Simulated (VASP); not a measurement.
Wanted: the native input for a VASP 6.6.1 run.

```
Task                   : relaxation of cell and atoms
Functional             : PBE
Potentials or basis    : VASP PAW PBE potentials, release 64 (B)
Cutoff                 : 600 eV
k mesh                 : 12 × 12 × 2
Occupations            : gaussian, width 0.1 eV
Spin                   : no spin polarisation
Dipole correction      : no
Further INCAR settings : ALGO = Normal; EDIFF = 1e-06; IBRION = 2; EDIFFG = -0.04; NSW = 90; ISIF = 3
```

The structure of B lies in POSCAR:

```
B
1.0
    2.2209316300      0.0000000000      0.0000000000
   -1.1104658200      1.9233832100      0.0000000000
    0.0000000000      0.0000000000     10.8159399400
B
6
Direct
    0.6666666700      0.3333333300      0.8306261900
    0.3333333300      0.6666666700      0.6681340900
    0.6666666700      0.3333333300      0.1681340900
    0.3333333300      0.6666666700      0.0015725800
    0.6666666700      0.3333333300      0.5015725800
    0.3333333300      0.6666666700      0.3306261900
```

This isn't the form of B at room conditions, which is rhombohedral.

The input as run:

INCAR

```
PREC     = Accurate       # precision mode
ENCUT    = 600            # plane-wave cutoff, eV
EDIFF    = 1E-6           # SCF threshold, eV
ISMEAR   = 0              # smearing method
SIGMA    = 0.1            # smearing width, eV
LREAL    = False          # projectors in reciprocal space
LASPH    = True           # aspherical terms in the spheres
NELM     = 100            # most SCF steps
ALGO     = Normal         # electronic algorithm
ISIF     = 3              # what is computed and relaxed
LWAVE    = False          # write WAVECAR
LCHARG   = False          # write CHGCAR
GGA      = PE             # functional
IBRION   = 2              # ionic algorithm
NSW      = 90             # ionic steps
EDIFFG   = -0.04          # ionic threshold
```

KPOINTS

```
Automatic mesh
0
Gamma
  12 12 2
```

Potentials or basis: VASP PAW PBE potentials, release 64 (B).

Run with:

```console
$ cat potpaw_PBE.64/B/POTCAR > POTCAR
$ mpirun -np 1 vasp_std > vasp.out
```

It gave:

```yaml
Relaxed_volume: 8.14 Å³/atom
Relaxed_cell: a = 1.715 Å, b = 1.715 Å, c = 19.190 Å, α = 90.00°, β = 90.00°, γ = 120.00°
Space_group_after_relaxing_to_0.1_Å: P6_3/mmc (No. 194)
Pressure_after_relaxing: 0.1 GPa
Largest_force_after_relaxing: 0.004 eV/Å
Band_gap_on_the_k_mesh: zero (bands 9 and 10 overlap by 10.96 eV)
```

Caveat: a cell axis changed by over 15 % at a fixed basis, so the end point is rough; this functional lacks dispersion, which binds the layers, so the pressure and a relaxed spacing across them are unreliable.

Wall time 8.5 min on 1 thread of Intel(R) Xeon(R) Platinum 8488C (Sapphire Rapids) (shared host), peak memory 0.17 GiB.
